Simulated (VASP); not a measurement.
## SnO2: single point with PBE+D3(BJ)

Crystal: SnO2.

```
CELL_PARAMETERS angstrom
3.21157 0.00000 0.00000
-1.60579 2.78130 0.00000
0.00000 0.00000 9.95490
ATOMIC_POSITIONS crystal
Sn 0.00000 0.00000 0.50000
Sn 0.00000 0.00000 0.00000
O 0.66667 0.33333 0.40187
O 0.66667 0.33333 0.09813
O 0.33333 0.66667 0.59813
O 0.33333 0.66667 0.90187
```

This cell differs from its parent crystal: strain -0.0375 x Voigt [0, 0, 1, 0, 0, 0].

```
Program             : VASP 6.6.1
Task                : single point
Functional          : PBE
Dispersion          : D3(BJ)
Potentials or basis : VASP PAW PBE potentials, release 64 (Sn_d, O)
Cutoff              : 520 eV
k mesh              : 12 × 12 × 4
Occupations         : gaussian, width 0.05 eV
Spin                : no spin polarisation
```

```yaml
Pressure: 3.9 GPa
Largest_force: 0.537 eV/Å
Band_gap_on_the_k_mesh: 1.99 eV (least direct gap 2.42 eV)
Dispersion_energy_per_atom: -0.171 eV
```

Forces on the atoms (eV/Å):
```
Sn   0.000  0.000  0.000
Sn   0.000  0.000  0.000
O    0.000  0.000 -0.537
O    0.000  0.000  0.537
O    0.000  0.000  0.537
O    0.000  0.000 -0.537
```

Stress tensor (GPa, compression positive):
```
3.57 0.00 0.00
0.00 3.57 0.00
0.00 0.00 4.51
```

Levels at points of the mesh, in eV from the valence-band top:
```csv
k point,band 22,band 23,band 24,band 25,band 26,band 27,band 28,band 29,band 30,band 31
"(0.00, 0.00, 0.00)",-1.13,-1.13,-1.07,-1.07,-0.43,1.99,3.01,5.35,5.92,10.78
"(0.50, 0.00, 0.00)",-1.15,-0.76,-0.72,-0.63,-0.09,5.25,5.47,6.86,7.79,9.78
"(0.00, 0.00, 0.50)",-1.10,-1.10,-1.10,-0.94,-0.94,2.52,2.52,5.65,5.65,10.93
"(0.50, 0.00, 0.50)",-1.48,-0.68,-0.68,-0.37,-0.37,5.36,5.36,7.29,7.29,9.99
```

Run time: 77 s on 1 thread of AMD EPYC 9R45 96-Core Processor (Zen 5) (shared host), peak memory 0.27 GiB.

Caveat: the cell differs from its parent crystal (strain -0.0375 x Voigt [0, 0, 1, 0, 0, 0]); the cell stands under pressure; spin-orbit coupling is left out, which moves the levels of the heavy elements. A k mesh can miss the band edges.
